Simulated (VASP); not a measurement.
Set up this calculation in VASP 6.6.1, as the native input.

```yaml
Task: single point
Functional: PBE
Potentials_or_basis: VASP PAW PBE potentials, release 64 (Ca_sv, O)
Cutoff: 520 eV
k_mesh: 2 × 2 × 2
Occupations: fermi-dirac, width 0.146 eV
Spin: no spin polarisation
Dipole_correction: no
Further_INCAR_settings: LREAL = Auto; ALGO = Normal; EDIFF = 1e-06; NBANDS = 114
```

The structure of CaO lies in POSCAR:

```
CaO
1.0
    5.8064179366      0.0000000000      0.0000000000
    0.0000000000      5.8064179366      0.0000000000
    0.0000000000      0.0000000000      8.7096269049
Ca O
12 12
Direct
   -0.0152395162     -0.0433408347      0.0037240401
   -0.0301228747     -0.0238863274      0.3206240670
   -0.0022972855      0.0563703825      0.6699459189
    0.0164939901      0.4726774803     -0.0105151462
   -0.0037012492      0.4797517214      0.3453907995
    0.0289810348      0.5425313910      0.6743466815
    0.4618346508     -0.0066319718     -0.0060715574
    0.4552471126      0.0362834715      0.3432527056
    0.5169190425      0.0222202400      0.6589367217
    0.5252959799      0.4985516082      0.0144076206
    0.4826443826      0.5502047966      0.3462621342
    0.5336689563      0.5073334424      0.6474850257
    0.2235280020      0.2475722581      0.2341218542
    0.2952577680      0.2464435071      0.5492952858
    0.2214473732      0.2750844010      0.8478068097
    0.2768977393      0.7649840312      0.1661388043
    0.2598610738      0.7132083920      0.5024110731
    0.1865399652      0.7574602876      0.8356034167
    0.7228072533      0.1308488311      0.1562937213
    0.7660705875      0.2305963874      0.4894856056
    0.7547594830      0.3144930351      0.8403509220
    0.8337768746      0.6717342848      0.1685995297
    0.7534027085      0.7007285808      0.5009776019
    0.6589196716      0.7811063636      0.8376007468
```

These files were run (other wordings do the same):

INCAR

```
SYSTEM = CaO
ALGO = Normal
EDIFF = 1E-6
ENCUT = 520
GGA = PE
ISIF = 2
ISMEAR = -1
LASPH = .True.
LCHARG = .False.
LREAL = Auto
LWAVE = .False.
NBANDS = 114
NELM = 100
PREC = Accurate
SIGMA = 0.146
```

KPOINTS

```
k-points
0
Gamma
  2 2 2
  0 0 0
```

Potentials or basis: VASP PAW PBE potentials, release 64 (Ca_sv, O).

Run with:

```sh
$ cat potpaw_PBE.64/Ca_sv/POTCAR potpaw_PBE.64/O/POTCAR > POTCAR
$ mpirun -np 1 vasp_std > vasp.out
```

Results of the run:

```yaml
Pressure: 16.9 GPa
Largest_force: 2.634 eV/Å
Band_gap_on_the_k_mesh: 3.71 eV (least direct gap 3.77 eV)
```

Caveat: the k points lie up to 0.54 Å⁻¹ apart; the atoms stand as in a frame of molecular dynamics; the structure was generated, so it needn't be the stable form of CaO; forces of over 1 eV/Å act on the atoms, so gaps and moduli don't describe the material at rest.

It took 9.6 min on 1 thread of Intel(R) Xeon(R) Platinum 8488C (Sapphire Rapids) (shared host), peak memory 0.49 GiB.
